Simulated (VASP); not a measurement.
**SnS: single point with r2SCAN**

SnS:

```xyz
8
Lattice="11.4455 0.0000 0.0000 0.0000 4.0233 0.0000 0.0000 0.0000 4.4542" Properties=species:S:1:pos:R:3 pbc="T T T"
Sn    1.3911    1.0058    0.5791
Sn    4.3316    3.0175    2.8062
Sn    7.1139    1.0058    1.6480
Sn   10.0544    3.0175    3.8751
S     9.7275    1.0058    2.1266
S     7.4408    3.0175    4.3537
S     4.0047    1.0058    0.1005
S     1.7180    3.0175    2.3276
```

```
Program             : VASP 6.6.1
Task                : single point
Functional          : r2SCAN
Potentials or basis : VASP PAW PBE potentials, release 64 (Sn_d, S)
Cutoff              : 550 eV
k mesh              : 4 × 8 × 6
Occupations         : gaussian, width 0.02 eV
Spin                : no spin polarisation
```

```
Pressure               : -1.2 GPa
Largest force          : 0.197 eV/Å
Band gap on the k mesh : 1.27 eV (least direct gap 1.61 eV)
```

Forces on the atoms (eV/Å):
```
Sn   0.146  0.000  0.131
Sn  -0.146  0.000  0.131
Sn   0.146  0.000 -0.131
Sn  -0.146  0.000 -0.131
S   -0.127  0.000  0.150
S    0.127  0.000  0.150
S   -0.127  0.000 -0.150
S    0.127  0.000 -0.150
```

Stress tensor (GPa, compression positive):
```
-1.31  0.00  0.00
 0.00 -1.46  0.00
 0.00  0.00 -0.95
```

Levels at points of the mesh, in eV from the valence-band top:
```tsv
k point	band 38	band 39	band 40	band 41	band 42	band 43
(0.00, 0.00, 0.00)	-1.08	-0.74	-0.43	1.36	3.28	3.32
(0.50, 0.00, 0.00)	-2.06	-0.54	-0.54	2.92	2.92	3.07
(0.00, 0.50, 0.00)	-0.95	-0.88	-0.88	1.70	1.70	1.88
(0.50, 0.50, 0.00)	-1.02	-1.02	-1.02	1.96	1.96	1.96
(0.00, 0.00, 0.50)	-0.83	-0.01	-0.01	1.86	1.86	2.29
(0.50, 0.00, 0.50)	-0.69	0.00	0.00	1.84	1.84	2.30
(0.00, 0.50, 0.50)	-2.24	-1.31	-1.31	3.15	3.15	3.33
(0.50, 0.50, 0.50)	-1.56	-1.56	-1.56	3.08	3.08	3.08
```

It took 70 min on 1 thread of Oxide Virtual Turin-like Processor (shared host), peak memory 0.63 GiB.

Caveat: the PAW data sets were made with another functional, which shifts forces and pressure a little; spin-orbit coupling is left out, which moves the levels of the heavy elements. A k mesh can miss the band edges.
